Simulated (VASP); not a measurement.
# Si (P6_3/mmc) in VASP: single point with PBE

Aim: the single point of Si with PBE.

All numbers are computed with VASP 6.6.1; they aren't measurements. Logs are shortened: lines on timing, memory, paths and dates and some standing lists are left out, and cuts for length are marked.

## Step 1: The cell of the first run

It takes space group P6_3/mmc (No. 194, hexagonal). Conventional cell: a = 3.851 Å, b = 3.851 Å, c = 6.365 Å, α = 90.00°, β = 90.00°, γ = 120.00°. Si (site symmetry 3m) has 4 Si at 2.36 to 2.38 Å within 3.1 Å.

This isn't the form of Si at room conditions, which is diamond.

## Step 2: Single point, PBE

INCAR

```
SYSTEM = Si
PREC     = Accurate       ! precision mode
ENCUT    = 520            ! plane-wave cutoff, eV
EDIFF    = 1E-6           ! SCF threshold, eV
ISMEAR   = 0              ! smearing method
SIGMA    = 0.02           ! smearing width, eV
LREAL    = Auto         
LASPH    = .TRUE.         ! aspherical terms in the spheres
NELM     = 100            ! most SCF steps
ALGO     = Normal         ! electronic algorithm
ISIF     = 2              ! what is computed and relaxed
LWAVE    = .FALSE.        ! write WAVECAR
LCHARG   = .TRUE.         ! write CHGCAR
GGA      = PE             ! functional
LELF     = .TRUE.         ! ELF
LVHAR    = .TRUE.       
NBANDS   = 126            ! bands
```

KPOINTS

```
Automatic mesh
0
G
  1 1 1
  0 0 0
```

POSCAR

```
Si
1.0
   -3.8512806359      6.6706137355     -6.3650227141
    7.7025612717      0.0000000001     -6.3650227141
   -3.8512806358     -6.6706137355     -6.3650227141
Si
48
Direct
    0.3123563533      0.1456896866      0.4790230200
    0.9790230200      0.3123563533      0.6456896866
    0.6456896866      0.9790230200      0.3123563533
    0.4790230200      0.8123563533      0.6456896866
    0.1456896866      0.4790230200      0.3123563533
    0.8123563533      0.6456896866      0.4790230200
    0.4790230200      0.3123563533      0.1456896866
    0.1456896866      0.9790230200      0.8123563533
    0.8123563533      0.1456896866      0.9790230200
    0.3123563533      0.6456896866      0.9790230200
    0.9790230200      0.8123563533      0.1456896866
    0.6456896866      0.4790230200      0.8123563533
    0.9790230200      0.1456896866      0.3123563533
    0.6456896866      0.3123563533      0.4790230200
    0.3123563533      0.9790230200      0.1456896866
    0.1456896866      0.8123563533      0.4790230200
    0.8123563533      0.4790230200      0.1456896866
    0.4790230200      0.6456896866      0.3123563533
    0.1456896866      0.3123563533      0.9790230200
    0.8123563533      0.9790230200      0.6456896866
    0.4790230200      0.1456896866      0.8123563533
    0.9790230200      0.6456896866      0.8123563533
    0.6456896866      0.8123563533      0.9790230200
    0.3123563533      0.4790230200      0.6456896866
    0.1876436467      0.0209769800      0.3543103134
    0.8543103134      0.1876436467      0.5209769800
    0.5209769800      0.8543103134      0.1876436467
    0.3543103134      0.6876436467      0.5209769800
    0.0209769800      0.3543103134      0.1876436467
    0.6876436467      0.5209769800      0.3543103134
    0.3543103134      0.1876436467      0.0209769800
    0.0209769800      0.8543103134      0.6876436467
    0.6876436467      0.0209769800      0.8543103134
    0.1876436467      0.5209769800      0.8543103134
    0.8543103134      0.6876436467      0.0209769800
    0.5209769800      0.3543103134      0.6876436467
    0.8543103134      0.0209769800      0.1876436467
    0.5209769800      0.1876436467      0.3543103134
    0.1876436467      0.8543103134      0.0209769800
    0.0209769800      0.6876436467      0.3543103134
    0.6876436467      0.3543103134      0.0209769800
    0.3543103134      0.5209769800      0.1876436467
    0.0209769800      0.1876436467      0.8543103134
    0.6876436467      0.8543103134      0.5209769800
    0.3543103134      0.0209769800      0.6876436467
    0.8543103134      0.5209769800      0.6876436467
    0.5209769800      0.6876436467      0.8543103134
    0.1876436467      0.3543103134      0.5209769800
```

Potentials or basis: VASP PAW PBE potentials, release 64 (Si).

Launch:

```sh
$ cat potpaw_PBE.64/Si/POTCAR > POTCAR
$ mpirun -np 1 vasp_gam > vasp.out
```

OUTCAR:

```text
SYSTEM = Si
   PREC = Accurate
   ENCUT = 520
   EDIFF = 1E-6
   ISMEAR = 0
   LREAL = Auto
   LASPH = .TRUE.
   NELM = 100
   ISIF = 2
   GGA = PE

 ion  position               nearest neighbor table
   1  0.312  0.146  0.479-  45 2.36  38 2.36  48 2.36  25 2.38
   2  0.979  0.312  0.646-  46 2.36  48 2.36  43 2.36  26 2.38
   3  0.646  0.979  0.312-  38 2.36  44 2.36  37 2.36  27 2.38
   4  0.479  0.812  0.646-  45 2.36  44 2.36  47 2.36  28 2.38
   5  0.146  0.479  0.312-  40 2.36  48 2.36  42 2.36  29 2.38
   6  0.812  0.646  0.479-  46 2.36  40 2.36  44 2.36  30 2.38
[... 40 lines left out ...]
  47  0.521  0.688  0.854-  12 2.36  10 2.36   4 2.36  23 2.38
  48  0.188  0.354  0.521-   5 2.36   2 2.36   1 2.36  24 2.38

  LATTYP: Found a trigonal (rhomboedric) cell.
 ALAT       =     9.9921451298
 COS(alpha) =     0.1086585235

  Lattice vectors:

 A1 = (  -3.8512806359,   6.6706137355,  -6.3650227141)
 A2 = (   7.7025612717,   0.0000000001,  -6.3650227141)
 A3 = (  -3.8512806358,  -6.6706137355,  -6.3650227141)

Analysis of symmetry for initial positions (statically):
=====================================================================
 Subroutine PRICEL returns following result:

  LATTYP: Found a hexagonal cell.
 ALAT       =     3.8512806355
 C/A-ratio  =     1.6527029102

  Lattice vectors:

 A1 = (  -3.8512806355,  -0.0000000007,   0.0000000000)
 A2 = (   1.9256403183,   3.3353068671,   0.0000000000)
 A3 = (   0.0000000008,  -0.0000000013,  -6.3650227141)

  12 primitive cells build up your supercell.

 Routine SETGRP: Setting up the symmetry group for a
 trigonal (rhombohedral) supercell.

 Subroutine GETGRP returns: Found 12 space group operations
 (whereof  6 operations were pure point group operations)
 out of a pool of 12 trial point group operations.

The static configuration has the point symmetry S_6 .
 The point group associated with its full space group is D_3d.

Analysis of symmetry for dynamics (positions and initial velocities):
=====================================================================
 Subroutine PRICEL returns following result:

  LATTYP: Found a hexagonal cell.
 ALAT       =     3.8512806355
 C/A-ratio  =     1.6527029102

  Lattice vectors:

 A1 = (  -3.8512806355,  -0.0000000007,   0.0000000000)
 A2 = (   1.9256403183,   3.3353068671,   0.0000000000)
 A3 = (   0.0000000008,  -0.0000000013,  -6.3650227141)

  12 primitive cells build up your supercell.

 Routine SETGRP: Setting up the symmetry group for a
 trigonal (rhombohedral) supercell.

 Subroutine GETGRP returns: Found 12 space group operations
 (whereof  6 operations were pure point group operations)
 out of a pool of 12 trial point group operations.

The dynamic configuration has the point symmetry S_6 .
 The point group associated with its full space group is D_3d.

 Subroutine INISYM returns: Found 12 space group operations
 (whereof  6 operations are pure point group operations),
 and found    12 'primitive' translations

----------------------------------------------------------------------------------------

                                     Primitive cell

  volume of cell :      81.7600

  direct lattice vectors                    reciprocal lattice vectors
    -3.851280635 -0.000000001  0.000000000    -0.259653890  0.149911244 -0.000000000
     1.925640318  3.335306867  0.000000000    -0.000000000  0.299822487 -0.000000000
     0.000000001 -0.000000001 -6.365022714     0.000000000  0.000000000 -0.157108630

  length of vectors
     3.851280635  3.851280635  6.365022714     0.299822487  0.299822487  0.157108630

  position of ions in fractional coordinates (direct lattice)
     0.333333334  0.666666667  0.937069060
     0.666666668  0.333333335  0.437069060
     0.333333334  0.666666667  0.562930940
     0.666666667  0.333333334  0.062930940

  ion indices of the primitive-cell ions
   primitive index   ion index
                 1           1
                 2          13
                 3          25
                 4          45

----------------------------------------------------------------------------------------

 KPOINTS: Automatic mesh

Automatic generation of k-mesh.
 Grid dimensions read from file:
 generate k-points for:    1    1    1

 Generating k-lattice:

  Cartesian coordinates                     Fractional coordinates (reciprocal lattice)
    -0.043275648  0.074955622 -0.052369543     1.000000000  0.000000000  0.000000000
     0.086551297  0.000000000 -0.052369543     0.000000000  1.000000000 -0.000000000
    -0.043275648 -0.074955622 -0.052369543     0.000000000  0.000000000  1.000000000

  Length of vectors
     0.101161732  0.101161732  0.101161732

  Shift w.r.t. Gamma in fractional coordinates (k-lattice)
     0.000000000  0.000000000  0.000000000

 Subroutine IBZKPT returns following result:
 ===========================================

 Found      1 irreducible k-points:

 Following reciprocal coordinates:
            Coordinates               Weight
  0.000000  0.000000  0.000000      1.000000
   k-points           NKPTS =      1   k-points in BZ     NKDIM =      1   number of bands    NBANDS=    126
   number of dos      NEDOS =    301   number of ions     NIONS =     48
   total plane-waves  NPLWV = 512000
   dimension x,y,z NGX =    80 NGY =   80 NGZ =   80
   dimension x,y,z NGXF=   160 NGYF=  160 NGZF=  160
   ions per type =              48
   NGX,Y,Z   is equivalent  to a cutoff of  13.31, 13.31, 13.31 a.u.
   NGXF,Y,Z  is equivalent  to a cutoff of  26.62, 26.62, 26.62 a.u.
 SYSTEM =  Si
   PREC   = accura    normal or accurate (medium, high low for compatibility)
   ISTART =      0    job   : 0-new  1-cont  2-samecut
   ICHARG =      2    charge: 1-file 2-atom 10-const
   ISPIN  =      1    spin polarized calculation?
   LNONCOLLINEAR =      F non collinear calculations
   LSORBIT =      F    spin-orbit coupling
   LASPH  =      T    aspherical Exc in radial PAW
   ENCUT  =  520.0 eV  38.22 Ry    6.18 a.u.  18.58 18.58 18.58*2*pi/ulx,y,z
   NELM   =    100;   NELMIN=  2; NELMDL= -5     # of ELM steps
   EDIFF  = 0.1E-05   stopping-criterion for ELM
   LREAL  =      T    real-space projection
   EDIFFG = 0.1E-04   stopping-criterion for IOM
   NSW    =      0    number of steps for IOM
[... 5 lines left out ...]
   TEBEG  =    0.0;   TEEND  =   0.0 temperature during run
   PSTRESS=    0.0 pullay stress
   NELECT =     192.0000    total number of electrons
   NUPDOWN=      -1.0000    fix difference up-down
   EMIN   =  10.00;   EMAX   =-10.00  energy-range for DOS
   EFERMI =   0.00;   METHOD = LEGACY
   ISMEAR =     0;   SIGMA  =   0.02  broadening in eV -4-tet -1-fermi 0-gaus
   EFERMI_NEDOS =   21; number of points for ismear=-14 and -15
   IALGO  =     38    algorithm
   IMIX   =      4    mixing-type and parameters
     AMIX     =   0.40;   BMIX     =  1.00
     AMIX_MAG =   1.60;   BMIX_MAG =  1.00
  volume/ion in A,a.u.               =      20.44       137.94
  Fermi-wavevector in a.u.,A,eV,Ry     =   0.950461  1.796112 12.291190  0.903377
  Thomas-Fermi vector in A             =   2.078840
   LORBIT       =      0    0 simple, 1 ext, 2 COOP (PROOUT), +10 PAW based schemes
   GGA     = PE    functional components
   LHFCALC =     F    Hartree Fock is set to
   AEXX    =    0.0000 exact exchange contribution
   IVDW    =     0    specifies the selected vdW correction
   LEPSILON=     F    determine dielectric tensor
   LRPA    =     F    only Hartree local field effects (RPA)
 non-spin polarized calculation
 Gauss-broadening in eV      SIGMA  =   0.02
  energy-cutoff  :      520.00
  volume of cell :      981.12
 maximum number of plane-waves:     13212
 NGX is ok and might be reduce to    80
   NGX = 37   NGY = 37   NGZ = 37

 number of electron     191.9999998 magnetization

 Free energy of the ion-electron system (eV)
  ---------------------------------------------------
  ext. energy  EPLUGINS =         0.00000000
  ---------------------------------------------------
  free energy    TOTEN  =      -259.90285522 eV

  energy without entropy =     -259.90285522  energy(sigma->0) =     -259.90285522

 E-fermi :   5.9923     XC(G=0):  -9.3348

 val. band max:        5.8580710646   @ k =   0.0000   0.0000   0.0000
 cond. band min:       6.3099631315   @ k =   0.0000   0.0000   0.0000
 fundamental gap:      0.4518920670
 Fermi energy:         5.9922585908

 k-point     1 :       0.0000    0.0000    0.0000
  band No.  band energies     occupation
      1      -6.2217      2.00000
      2      -4.9434      2.00000
      3      -4.9434      2.00000
      4      -4.9434      2.00000
      5      -4.9434      2.00000
      6      -4.9434      2.00000
[... 100 lines left out ...]
    107       7.8739      0.00000
    108       7.8739      0.00000
 [bands above 108 left out]

------------------------ aborting loop because EDIFF is reached ----------------------------------------

  FORCE on cell =-STRESS in cart. coord.  units (eV):
  Direction    XX          YY          ZZ          XY          YZ          ZX
  --------------------------------------------------------------------------------------
  -------------------------------------------------------------------------------------
  Total      -12.6728150    -12.6728150     10.0909591     -0.0000000     -0.0000000     -0.0000000
  in kB      -20.6948132    -20.6948132     16.4786209     -0.0000000     -0.0000000     -0.0000000
  external PRESSURE =      -8.3036685 kB  Pullay stress =       0.0000000 kB

 VOLUME and BASIS-vectors are now :
 -----------------------------------------------------------------------------
  energy-cutoff  :      520.00
  volume of cell :      981.12
      direct lattice vectors                 reciprocal lattice vectors
    -3.851280636  6.670613735 -6.365022714    -0.043275648  0.074955622 -0.052369543
     7.702561272  0.000000000 -6.365022714     0.086551297  0.000000000 -0.052369543
    -3.851280636 -6.670613735 -6.365022714    -0.043275648 -0.074955622 -0.052369543

 POSITION                                       TOTAL-FORCE (eV/Angst)
 -----------------------------------------------------------------------------------
     -1.92564     -1.11177     -5.96447         0.000000      0.000000     -0.055845
     -3.85128      2.22354    -12.32949         0.000000      0.000000     -0.055845
      3.85128      2.22354    -12.32949         0.000000      0.000000     -0.055845
      1.92564     -1.11177    -12.32949         0.000000      0.000000     -0.055845
      1.92564     -1.11177     -5.96447         0.000000      0.000000     -0.055845
     -0.00000      2.22354    -12.32949         0.000000      0.000000     -0.055845
[... 40 lines left out ...]
      0.00000     -2.22354    -13.13060        -0.000000     -0.000000      0.055845
      0.00000     -2.22354     -6.76558        -0.000000     -0.000000      0.055845
 -----------------------------------------------------------------------------------
    total drift:                                0.000001     -0.000000      0.000000

  FREE ENERGIE OF THE ION-ELECTRON SYSTEM (eV)
  ---------------------------------------------------
  free  energy   TOTEN  =      -259.9028552241 eV

  energy  without entropy=     -259.9028552241  energy(sigma->0) =     -259.90285522
```

Run time: 6.8 min. Hardware: 1 thread of Intel Xeon Platinum 8259CL at 2.50GHz (Skylake/Cascade Lake), shared host; peak memory 0.88 GiB.

Results:

```
Free energy   : -259.9029 eV
Pressure      : -0.8 GPa
Largest force : 0.056 eV/Å
```

Forces in eV/Å, atoms in the order of the input:
```
Si   0.000  0.000 -0.056
Si   0.000  0.000 -0.056
Si   0.000  0.000 -0.056
Si   0.000  0.000 -0.056
Si   0.000  0.000 -0.056
Si   0.000  0.000 -0.056
Si   0.000  0.000 -0.056
Si   0.000  0.000 -0.056
Si   0.000  0.000 -0.056
Si   0.000  0.000 -0.056
Si   0.000  0.000 -0.056
Si   0.000  0.000 -0.056
Si   0.000  0.000 -0.056
Si   0.000  0.000 -0.056
Si   0.000  0.000 -0.056
Si   0.000  0.000 -0.056
Si   0.000  0.000 -0.056
Si   0.000  0.000 -0.056
Si   0.000  0.000 -0.056
Si   0.000  0.000 -0.056
Si   0.000  0.000 -0.056
Si   0.000  0.000 -0.056
Si   0.000  0.000 -0.056
Si   0.000  0.000 -0.056
Si   0.000  0.000  0.056
Si   0.000  0.000  0.056
Si   0.000  0.000  0.056
Si   0.000  0.000  0.056
Si   0.000  0.000  0.056
Si   0.000  0.000  0.056
Si   0.000  0.000  0.056
Si   0.000  0.000  0.056
Si   0.000  0.000  0.056
Si   0.000  0.000  0.056
Si   0.000  0.000  0.056
Si   0.000  0.000  0.056
Si   0.000  0.000  0.056
Si   0.000  0.000  0.056
Si   0.000  0.000  0.056
Si   0.000  0.000  0.056
Si   0.000  0.000  0.056
Si   0.000  0.000  0.056
Si   0.000  0.000  0.056
Si   0.000  0.000  0.056
Si   0.000  0.000  0.056
Si   0.000  0.000  0.056
Si   0.000  0.000  0.056
Si   0.000  0.000  0.056
```

Stress tensor (GPa, compression positive):
```
-2.07  0.00  0.00
 0.00 -2.07  0.00
 0.00  0.00  1.65
```

Caveat: the k points lie up to 0.64 Å⁻¹ apart.
